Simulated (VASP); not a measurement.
Wanted: the native input for a VASP 6.6.1 run.

* Task: single point
* Functional: PBE
* Potentials or basis: VASP PAW PBE potentials, release 64 (Cu)
* Cutoff: 520 eV
* k mesh: 4 × 4 × 4
* Occupations: gaussian, width 0.1 eV
* Spin: no spin polarisation
* Dipole correction: no
* Further INCAR settings: LREAL = Auto; ALGO = Fast; EDIFF = 1e-06; NBANDS = 168

The structure of Cu lies in POSCAR:

```
Cu
1.0
    0.0000000000      5.4447042149     -5.4447042149
   -5.4447042149      0.0000000000     -5.4447042149
   -5.4447042149      5.4447042149      0.0000000000
Cu
27
Direct
    0.6666666667      0.6666666667      0.0000000000
    0.3333333333      0.6666666667      0.0000000000
    0.6666666667      0.3333333333      0.0000000000
    0.0000000000      0.6666666667      0.0000000000
    0.3333333333      0.3333333333      0.0000000000
    0.6666666667      0.0000000000      0.0000000000
    0.0000000000      0.3333333333      0.0000000000
    0.3333333333      0.0000000000      0.0000000000
    0.0000000000      0.0000000000      0.0000000000
    0.6666666667      0.6666666667      0.3333333333
    0.3333333333      0.6666666667      0.3333333333
    0.6666666667      0.3333333333      0.3333333333
    0.0000000000      0.6666666667      0.3333333333
    0.3333333333      0.3333333333      0.3333333333
    0.6666666667      0.0000000000      0.3333333333
    0.0000000000      0.3333333333      0.3333333333
    0.3333333333      0.0000000000      0.3333333333
    0.0000000000      0.0000000000      0.3333333333
    0.6666666667      0.6666666667      0.6666666667
    0.3333333333      0.6666666667      0.6666666667
    0.6666666667      0.3333333333      0.6666666667
    0.0000000000      0.6666666667      0.6666666667
    0.3333333333      0.3333333333      0.6666666667
    0.6666666667      0.0000000000      0.6666666667
    0.0000000000      0.3333333333      0.6666666667
    0.3333333333      0.0000000000      0.6666666667
    0.0000000000      0.0000000000      0.6666666667
```

These files were run (other wordings do the same):

INCAR

```
SYSTEM = Cu
PREC     = Accurate       ! precision mode
ENCUT    = 520            ! plane-wave cutoff, eV
EDIFF    = 1E-6           ! SCF threshold, eV
ISMEAR   = 0              ! smearing method
SIGMA    = 0.1            ! smearing width, eV
LREAL    = Auto         
LASPH    = .TRUE.         ! aspherical terms in the spheres
NELM     = 60             ! most SCF steps
ALGO     = Fast           ! electronic algorithm
ISIF     = 2              ! what is computed and relaxed
LWAVE    = .FALSE.        ! write WAVECAR
LCHARG   = .FALSE.        ! write CHGCAR
GGA      = PE             ! functional
NBANDS   = 168            ! bands
```

KPOINTS

```
regular mesh
0
G
  4 4 4
  0 0 0
```

Potentials or basis: VASP PAW PBE potentials, release 64 (Cu).

Run with:

```console
$ cat potpaw_PBE.64/Cu/POTCAR > POTCAR
$ mpirun -np 1 vasp_std > vasp.out
```

Results of the run:

```
Pressure               : 0.4 GPa
Band gap on the k mesh : zero (an odd number of electrons rules out a gap without spin polarisation)
```

It took 15 min on 1 thread of AMD EPYC 7R13 Processor (Zen 3), with other jobs on the host, peak memory 0.61 GiB.
